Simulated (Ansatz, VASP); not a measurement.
## Si2Br: VASP beside Ansatz

```xyz
6
Lattice="5.2617 0.0000 0.0000 0.0000 5.2617 0.0000 0.0000 0.0000 7.1472" Properties=species:S:1:pos:R:3 pbc="T T T"
Si    2.6309    0.0000    4.7688
Si    0.0000    2.6309    5.9519
Si    0.0000    2.6309    1.1953
Si    2.6309    0.0000    2.3783
Br    2.6309    2.6309    5.3604
Br    2.6309    2.6309    1.7868
```

Alike in both runs: functional PBE; k mesh 8 × 8 × 6; occupations gaussian, width 0.1 eV; no spin polarisation.

Ansatz relaxed the structure, and its values are those at the end. VASP's run is a single point on that final structure, the one shown.

|  | VASP | Ansatz |
| --- | --- | --- |
| version | VASP 6.6.1 | Ansatz 0.2.0 |
| potentials or method | VASP PAW PBE potentials, release 64 (Si, Br), cutoff 520 eV | scalar-relativistic, plane waves, PAW |
| valence electrons in the cell | 30 | 30 |

|  | VASP | Ansatz | Ansatz less VASP |
| --- | --- | --- | --- |
| gap on the k mesh at the Fermi level (eV) | none | none | - |
| pressure (GPa) | 0.0 | 0.0 | 0.00 |

A gap of «none» marks a metal or a gap that the smearing closes.
